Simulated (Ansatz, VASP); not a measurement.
# Two plane-wave programs on BeTe

```
CELL_PARAMETERS angstrom
0.00000 2.77000 2.77000
2.77000 0.00000 2.77000
2.77000 2.77000 0.00000
ATOMIC_POSITIONS crystal
Be 0.00000 0.00000 0.00000
Te 0.75000 0.75000 0.75000
```

Alike in both runs: task single point; functional RPBE; dispersion D4; k mesh 8 × 8 × 8; occupations gaussian, width 0.05 eV; no spin polarisation.

|  | VASP | Ansatz |
| --- | --- | --- |
| version | VASP 6.6.1 | Ansatz 0.2.0 |
| potentials or method | VASP PAW PBE potentials, release 64 (Be, Te), cutoff 600 eV | scalar-relativistic, plane waves, PAW |
| valence electrons in the cell | 8 | 18 |

Ansatz gave:

* gap on the k mesh at the Fermi level (eV): 1.95
* least direct gap on the mesh (eV): 3.61
* pressure (GPa): 0.7

Q: What did VASP give for the same quantities?

A: gap on the k mesh at the Fermi level (eV): 1.93; least direct gap on the mesh (eV): 3.59; pressure (GPa): 0.8.

VASP's potentials were made for PBE, not for RPBE. VASP's potentials hold 8 valence electrons a cell and Ansatz's 18, so a difference there can come from the potentials and not from the codes.

Neither program's run includes spin-orbit coupling.
